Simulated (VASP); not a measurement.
Write the native input for VASP 6.6.1 that does the following.

```
Task                   : single point
Functional             : LDA
Potentials or basis    : VASP PAW LDA potentials, release 64 (Ni)
Cutoff                 : 520 eV
k mesh                 : 16 × 16 × 16
Occupations            : fermi-dirac, width 0.1 eV
Spin                   : collinear spin, ferromagnetic start
Starting moments       : [1.5] μB
Dipole correction      : no
Further INCAR settings : ALGO = Normal; EDIFF = 1e-06; NBANDS = 15
```

The structure of Ni lies in POSCAR:

```
Ni
1.0
    0.0000000000      1.5936775541      1.5936775541
    1.5936775541      0.0000000000      1.5936775541
    1.5936775541      1.5936775541      0.0000000000
Ni
1
Direct
    0.0000000000      0.0000000000      0.0000000000
```

This cell differs from its parent crystal: volume scaled by 0.74.

The input as run:

INCAR

```
SYSTEM = Ni
  ALGO = Normal
  EDIFF = 1E-6
  ENCUT = 520
  ISIF = 2
  ISMEAR = -1
  ISPIN = 2
  LASPH = .True.
  LCHARG = .False.
  LMAXMIX = 4
  LORBIT = 11
  LREAL = .False.
  LWAVE = .False.
  MAGMOM = 1.5
  NBANDS = 15
  NELM = 150
  PREC = Accurate
  SIGMA = 0.1
```

KPOINTS

```
k-points
0
Gamma
  16 16 16
  0 0 0
```

Potentials or basis: VASP PAW LDA potentials, release 64 (Ni).

Run with:

```sh
$ cat potpaw_LDA.64/Ni/POTCAR > POTCAR
$ mpirun -np 1 vasp_std > vasp.out
```

It gave:

```
Pressure     : 91.1 GPa
Net moment   : 0.50 μB per cell
Site moments : Ni +0.48 μB
```

It took 37 s on 1 thread of Intel(R) Xeon(R) Platinum 8259CL CPU @ 2.50GHz (Skylake/Cascade Lake), on a shared host, peak memory 0.14 GiB.
